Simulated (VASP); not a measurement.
Input of a VASP 6.6.1 run:

The input INCAR:

```
PREC     = Accurate       # precision mode
ENCUT    = 520            # plane-wave cutoff, eV
EDIFF    = 1E-7           # SCF threshold, eV
ISMEAR   = 0              # smearing method
SIGMA    = 0.1            # smearing width, eV
LREAL    = F              # projectors in reciprocal space
LASPH    = T              # aspherical terms in the spheres
NELM     = 60             # most SCF steps
ALGO     = Normal         # electronic algorithm
ISIF     = 2              # what is computed and relaxed
LWAVE    = F              # write WAVECAR
LCHARG   = F              # write CHGCAR
GGA      = PE             # functional
NBANDS   = 36             # bands
```

Contents of KPOINTS:

```
regular mesh
0
Gamma
  6 6 10
```

POSCAR

```
Cd3TeSe2
1.0
    7.2709705899     -0.0000000034      0.0000000000
   -3.6354852920      6.2968452427      0.0000000000
    0.0000000000      0.0000000000      3.6960371683
Cd Te Se
3 1 2
Direct
    0.5000000000      0.0000000000      0.5000000000
    0.5000000000      0.5000000000      0.5000000000
    0.0000000000      0.5000000000      0.5000000000
    0.0000000000      0.0000000000      0.0000000000
    0.3333333333      0.6666666667      0.0000000000
    0.6666666667      0.3333333333      0.0000000000
```

Potentials or basis: VASP PAW PBE potentials, release 64 (Cd, Te, Se).

Command:

```bash
$ cat potpaw_PBE.64/Cd/POTCAR potpaw_PBE.64/Te/POTCAR potpaw_PBE.64/Se/POTCAR > POTCAR
$ mpirun -np 1 vasp_std > vasp.out
```

Problem. Predict the pressure.

Solution. 0.2 GPa.

Problem. Predict the band gap on the k mesh.

Solution. Zero (band 27 reaches 3.52 eV, above the bottom of band 28 at 2.24 eV).

Stress tensor (GPa, compression positive):
```
0.19 0.00 0.00
0.00 0.19 0.00
0.00 0.00 0.27
```

Caveat: spin-orbit coupling is left out, which moves the levels of the heavy elements.
